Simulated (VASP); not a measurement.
# TiC in VASP: relaxation of the atoms with PBE

Aim: the relaxation of the atoms of TiC with PBE.

Everything below comes from runs of VASP 6.6.1. Logs are shortened: lines on timing, memory, paths and dates and some standing lists are left out, and cuts for length are marked.

## Step 1: The cell of the first run

The cell holds a slab with vacuum, 6 atoms: a = 3.064 Å, b = 3.064 Å, c = 18.333 Å, α = 90.00°, β = 90.00°, γ = 90.00°.

## Step 2: Relaxation of the atoms, PBE

Input file INCAR:

```
SYSTEM = TiC
PREC = Accurate ; ENCUT = 520
EDIFF = 1E-7 ; ISMEAR = 0
SIGMA = 0.1 ; LREAL = .FALSE.
LASPH = .TRUE. ; NELM = 80
ALGO = Normal ; ISIF = 2
LWAVE = .FALSE. ; LCHARG = .FALSE.
LDIPOL = .TRUE. ; IDIPOL = 3
DIPOL = 0.5 0.5 0.500 ; GGA = PE
IBRION = 2 ; NSW = 70
EDIFFG = -0.03
```

Input file KPOINTS:

```
regular mesh
0
G
  9 9 1
  0 0 0
```

Input file POSCAR:

```
TiC
1.0
    3.0638392743      0.0000000000      0.0000000000
    0.0000000000      3.0638392743      0.0000000000
    0.0000000000      0.0000000000     18.3329230547
Ti C
3 3
Selective dynamics
Direct
    0.5000000000      0.5000000000      0.3818267267  F F F
    0.0000000000      0.0000000000      0.5000000000  T T T
    0.5000000000      0.5000000000      0.6181732733  T T T
    0.0000000000      0.0000000000      0.3818267267  F F F
    0.5000000000      0.5000000000      0.5000000000  T T T
    0.0000000000      0.0000000000      0.6181732733  T T T
```

Potentials or basis: VASP PAW PBE potentials, release 64 (Ti_sv, C).

Command:

```bash
$ cat potpaw_PBE.64/Ti_sv/POTCAR potpaw_PBE.64/C/POTCAR > POTCAR
$ mpirun -np 1 vasp_std > vasp.out
```

OUTCAR:

```text
SYSTEM = TiC
   PREC = Accurate
   ENCUT = 520
   EDIFF = 1E-7
   ISMEAR = 0
   LREAL = .FALSE.
   LASPH = .TRUE.
   NELM = 80
   ISIF = 2
   GGA = PE
   IBRION = 2
   NSW = 70
   EDIFFG = -0.03

 ion  position               nearest neighbor table
   1  0.500  0.500  0.382-   5 2.17   4 2.17   4 2.17   4 2.17   4 2.17
   2  0.000  0.000  0.500-   4 2.17   6 2.17   5 2.17   5 2.17   5 2.17   5 2.17
   3  0.500  0.500  0.618-   5 2.17   6 2.17   6 2.17   6 2.17   6 2.17
   4  0.000  0.000  0.382-   2 2.17   1 2.17   1 2.17   1 2.17   1 2.17
   5  0.500  0.500  0.500-   1 2.17   3 2.17   2 2.17   2 2.17   2 2.17   2 2.17
   6  0.000  0.000  0.618-   2 2.17   3 2.17   3 2.17   3 2.17   3 2.17

  LATTYP: Found a simple tetragonal cell.
 ALAT       =     3.0638392743
 C/A-ratio  =     5.9836438577

  Lattice vectors:

 A1 = (   3.0638392743,   0.0000000000,   0.0000000000)
 A2 = (   0.0000000000,   3.0638392743,   0.0000000000)
 A3 = (   0.0000000000,   0.0000000000,  18.3329230547)

Analysis of symmetry for initial positions (statically):
=====================================================================
 Subroutine PRICEL returns:
 Original cell was already a primitive cell.

 Routine SETGRP: Setting up the symmetry group for a
 simple tetragonal supercell.

 Subroutine GETGRP returns: Found 16 space group operations
 (whereof 16 operations were pure point group operations)
 out of a pool of 16 trial point group operations.

The static configuration has the point symmetry D_4h.

Analysis of symmetry for dynamics (positions and initial velocities):
=====================================================================
 Subroutine PRICEL returns:
 Original cell was already a primitive cell.

 Routine SETGRP: Setting up the symmetry group for a
 simple tetragonal supercell.

 Subroutine GETGRP returns: Found 16 space group operations
 (whereof 16 operations were pure point group operations)
 out of a pool of 16 trial point group operations.

The dynamic configuration has the point symmetry D_4h.

Analysis of constrained symmetry for selective dynamics:
=====================================================================
 Subroutine PRICEL returns:
 Original cell was already a primitive cell.

 Routine SETGRP: Setting up the symmetry group for a
 simple tetragonal supercell.

 Subroutine GETGRP returns: Found  8 space group operations
 (whereof  8 operations were pure point group operations)
 out of a pool of 16 trial point group operations.

The constrained configuration has the point symmetry C_4v.

 Subroutine INISYM returns: Found  8 space group operations
 (whereof  8 operations are pure point group operations),
 and found     1 'primitive' translations

----------------------------------------------------------------------------------------

                                     Primitive cell

  volume of cell :     172.0932

  direct lattice vectors                    reciprocal lattice vectors
     3.063839274  0.000000000  0.000000000     0.326387878  0.000000000  0.000000000
     0.000000000  3.063839274  0.000000000     0.000000000  0.326387878  0.000000000
     0.000000000  0.000000000 18.332923055     0.000000000  0.000000000  0.054546675

  length of vectors
     3.063839274  3.063839274 18.332923055     0.326387878  0.326387878  0.054546675

  position of ions in fractional coordinates (direct lattice)
     0.500000000  0.500000000  0.381826727
     0.000000000  0.000000000  0.500000000
     0.500000000  0.500000000  0.618173273
     0.000000000  0.000000000  0.381826727
     0.500000000  0.500000000  0.500000000
     0.000000000  0.000000000  0.618173273

  ion indices of the primitive-cell ions
   primitive index   ion index
                 1           1
                 2           2
                 3           3
                 4           4
                 5           5
                 6           6

----------------------------------------------------------------------------------------

 KPOINTS: regular mesh

Automatic generation of k-mesh.
 Grid dimensions read from file:
 generate k-points for:    9    9    1

 Generating k-lattice:

  Cartesian coordinates                     Fractional coordinates (reciprocal lattice)
     0.036265320  0.000000000  0.000000000     0.111111111  0.000000000  0.000000000
     0.000000000  0.036265320  0.000000000     0.000000000  0.111111111  0.000000000
     0.000000000  0.000000000  0.054546675     0.000000000  0.000000000  1.000000000

  Length of vectors
     0.036265320  0.036265320  0.054546675

  Shift w.r.t. Gamma in fractional coordinates (k-lattice)
     0.000000000  0.000000000  0.000000000

 Subroutine IBZKPT returns following result:
 ===========================================

 Found     15 irreducible k-points:

 Following reciprocal coordinates:
            Coordinates               Weight
  0.000000  0.000000  0.000000      1.000000
  0.111111  0.000000  0.000000      4.000000
  0.222222  0.000000  0.000000      4.000000
  0.333333  0.000000  0.000000      4.000000
  0.444444  0.000000  0.000000      4.000000
  0.111111  0.111111  0.000000      4.000000
  0.222222  0.111111  0.000000      8.000000
  0.333333  0.111111  0.000000      8.000000
  0.444444  0.111111  0.000000      8.000000
  0.222222  0.222222  0.000000      4.000000
  0.333333  0.222222  0.000000      8.000000
  0.444444  0.222222  0.000000      8.000000
  0.333333  0.333333  0.000000      4.000000
  0.444444  0.333333  0.000000      8.000000
  0.444444  0.444444  0.000000      4.000000
   k-points           NKPTS =     15   k-points in BZ     NKDIM =     15   number of bands    NBANDS=     28
   number of dos      NEDOS =    301   number of ions     NIONS =      6
   total plane-waves  NPLWV =  80640
   dimension x,y,z NGX =    24 NGY =   24 NGZ =  140
   dimension x,y,z NGXF=    48 NGYF=   48 NGZF=  280
   ions per type =               3   3
   NGX,Y,Z   is equivalent  to a cutoff of  13.02, 13.02, 12.70 a.u.
   NGXF,Y,Z  is equivalent  to a cutoff of  26.05, 26.05, 25.39 a.u.
 SYSTEM =  TiC
   PREC   = accura    normal or accurate (medium, high low for compatibility)
   ISTART =      0    job   : 0-new  1-cont  2-samecut
   ICHARG =      2    charge: 1-file 2-atom 10-const
   ISPIN  =      1    spin polarized calculation?
   LNONCOLLINEAR =      F non collinear calculations
   LSORBIT =      F    spin-orbit coupling
   LASPH  =      T    aspherical Exc in radial PAW
   ENCUT  =  520.0 eV  38.22 Ry    6.18 a.u.   5.70  5.70 34.09*2*pi/ulx,y,z
   NELM   =     80;   NELMIN=  2; NELMDL= -5     # of ELM steps
   EDIFF  = 0.1E-06   stopping-criterion for ELM
   LREAL  =      F    real-space projection
   EDIFFG = -.3E-01   stopping-criterion for IOM
   NSW    =     70    number of steps for IOM
   IBRION =      2    ionic relax: 0-MD 1-quasi-New 2-CG
   NFREE  =      1    steps in history (QN), initial steepest desc. (CG)
   ISIF   =      2    stress and relaxation
   ISYM   =      2    0-nonsym 1-usesym 2-fastsym
   POTIM  = 0.5000    time-step for ionic-motion
   TEBEG  =    0.0;   TEEND  =   0.0 temperature during run
   PSTRESS=    0.0 pullay stress
   NELECT =      48.0000    total number of electrons
   NUPDOWN=      -1.0000    fix difference up-down
   EMIN   =  10.00;   EMAX   =-10.00  energy-range for DOS
   EFERMI =   0.00;   METHOD = LEGACY
   ISMEAR =     0;   SIGMA  =   0.10  broadening in eV -4-tet -1-fermi 0-gaus
   EFERMI_NEDOS =   21; number of points for ismear=-14 and -15
   IALGO  =     38    algorithm
   IMIX   =      4    mixing-type and parameters
     AMIX     =   0.40;   BMIX     =  1.00
     AMIX_MAG =   1.60;   BMIX_MAG =  1.00
  volume/ion in A,a.u.               =      28.68       193.56
  Fermi-wavevector in a.u.,A,eV,Ry     =   1.069631  2.021310 15.566571  1.144111
  Thomas-Fermi vector in A             =   2.205316
   LORBIT       =      0    0 simple, 1 ext, 2 COOP (PROOUT), +10 PAW based schemes
   GGA     = PE    functional components
   LHFCALC =     F    Hartree Fock is set to
   AEXX    =    0.0000 exact exchange contribution
   IVDW    =     0    specifies the selected vdW correction
   LEPSILON=     F    determine dielectric tensor
   LRPA    =     F    only Hartree local field effects (RPA)
 conjugate gradient relaxation of ions
 non-spin polarized calculation
 Gauss-broadening in eV      SIGMA  =   0.10
  energy-cutoff  :      520.00
  volume of cell :      172.09
 maximum number of plane-waves:      4665
 NGX is ok and might be reduce to    24
   NGX = 11   NGY = 11   NGZ = 69

 dipolmoment           0.000000      0.000000     -0.000058 electrons x Angstroem

--------------------------------------- Ionic step        1  -------------------------------------------

 number of electron      48.0000004 magnetization

 Free energy of the ion-electron system (eV)
  ---------------------------------------------------
  ext. energy  EPLUGINS =         0.00000000
  ---------------------------------------------------
  free energy    TOTEN  =       -54.04764757 eV

  energy without entropy =      -54.04158190  energy(sigma->0) =      -54.04461474

------------------------ aborting loop because EDIFF is reached ----------------------------------------

 vacuum level on the upper side and lower side of the slab       (xc-potential included)        -0.114        -0.113

  FORCE on cell =-STRESS in cart. coord.  units (eV):
  Direction    XX          YY          ZZ          XY          YZ          ZX
  --------------------------------------------------------------------------------------
  -------------------------------------------------------------------------------------
  Total       -4.3966419     -4.3966419     -2.5770856      0.0000000      0.0000000      0.0000000
  in kB      -40.9324746    -40.9324746    -23.9925140      0.0000000      0.0000000      0.0000000
  external PRESSURE =     -35.2858211 kB  Pullay stress =       0.0000000 kB
[... 307 lines left out ...]
--------------------------------------- Ionic step        9  -------------------------------------------

 number of electron      48.0000013 magnetization

 dipolmoment           0.000000      0.000000      0.018526 electrons x Angstroem

 Free energy of the ion-electron system (eV)
  ---------------------------------------------------
  ext. energy  EPLUGINS =         0.00000000
  ---------------------------------------------------
  free energy    TOTEN  =       -54.13399608 eV

  energy without entropy =      -54.12855500  energy(sigma->0) =      -54.13127554

 E-fermi :   0.6579     XC(G=0):  -5.4239

 val. band max:        0.4837006249   @ k =   0.4444   0.4444   0.0000
 cond. band min:       0.7172633824   @ k =   0.3333   0.3333   0.0000
 fundamental gap:      0.2335627575
 Fermi energy:         0.6578780090

 k-point     1 :       0.0000    0.0000    0.0000
  band No.  band energies     occupation
      1     -55.9626      2.00000
      2     -55.8817      2.00000
      3     -55.8234      2.00000
      4     -32.4665      2.00000
      5     -32.3503      2.00000
      6     -32.0791      2.00000
[... 454 lines left out ...]
     27       2.7393      0.00000
     28       2.9156      0.00000

------------------------ aborting loop because EDIFF is reached ----------------------------------------

 vacuum level on the upper side and lower side of the slab       (xc-potential included)         0.165        -0.183

  FORCE on cell =-STRESS in cart. coord.  units (eV):
  Direction    XX          YY          ZZ          XY          YZ          ZX
  --------------------------------------------------------------------------------------
  -------------------------------------------------------------------------------------
  Total       -3.7610108     -3.7610108     -0.1031656      0.0000000     -0.0000000      0.0000000
  in kB      -35.0147869    -35.0147869     -0.9604656      0.0000000     -0.0000000      0.0000000
  external PRESSURE =     -23.6633465 kB  Pullay stress =       0.0000000 kB
[... 21 lines left out ...]
  FREE ENERGIE OF THE ION-ELECTRON SYSTEM (eV)
  ---------------------------------------------------
  free  energy   TOTEN  =       -54.1339960848 eV

  energy  without entropy=      -54.1285549991  energy(sigma->0) =      -54.13127554

 reached required accuracy - stopping structural energy minimisation

 vacuum level on the upper side and lower side of the slab         4.993         4.636
```

Run time: 13 min. Hardware: 1 thread of Intel Xeon Platinum 8259CL at 2.50GHz (Skylake/Cascade Lake), shared host; peak memory 0.3 GiB.

Results:

- Free energy: -54.1340 eV
- Energy gained by relaxing: 14.4 meV/atom
- Ionic steps: 9
- Band gap on the k mesh: zero (bands 24 and 25 overlap by 0.43 eV)

Step by step:
| step | energy change (eV) | largest force on free atoms (eV/Å) | pressure (GPa) |
| --- | --- | --- | --- |
| 1 | 0.0000 | 1.4265 | -3.53 |
| 2 | -0.0690 | 0.3019 | -3.17 |
| 3 | -0.0690 | 0.3083 | -3.16 |
| 4 | -0.0741 | 0.1420 | -3.10 |
| 5 | -0.0776 | 0.1881 | -2.99 |
| 6 | -0.0815 | 0.1668 | -2.84 |
| 7 | -0.0841 | 0.1530 | -2.59 |
| 8 | -0.0861 | 0.0516 | -2.45 |
| 9 | -0.0863 | 0.0286 | -2.37 |

Final structure:
```cif
data_structure
_symmetry_space_group_name_H-M 'P 1'
_symmetry_Int_Tables_number 1
_cell_length_a 3.0638
_cell_length_b 3.0638
_cell_length_c 18.3329
_cell_angle_alpha 90.000
_cell_angle_beta 90.000
_cell_angle_gamma 90.000
_cell_volume 172.09
loop_
_atom_site_label
_atom_site_type_symbol
_atom_site_fract_x
_atom_site_fract_y
_atom_site_fract_z
_atom_site_occupancy
Ti1 Ti 0.50000 0.50000 0.38183 1
Ti2 Ti 0.00000 0.00000 0.49773 1
Ti3 Ti 0.50000 0.50000 0.61126 1
C1 C 0.00000 0.00000 0.38183 1
C2 C 0.50000 0.50000 0.49705 1
C3 C 0.00000 0.00000 0.61718 1
```

The gap in the log of VASP goes by the Fermi energy; the results here count the filled bands.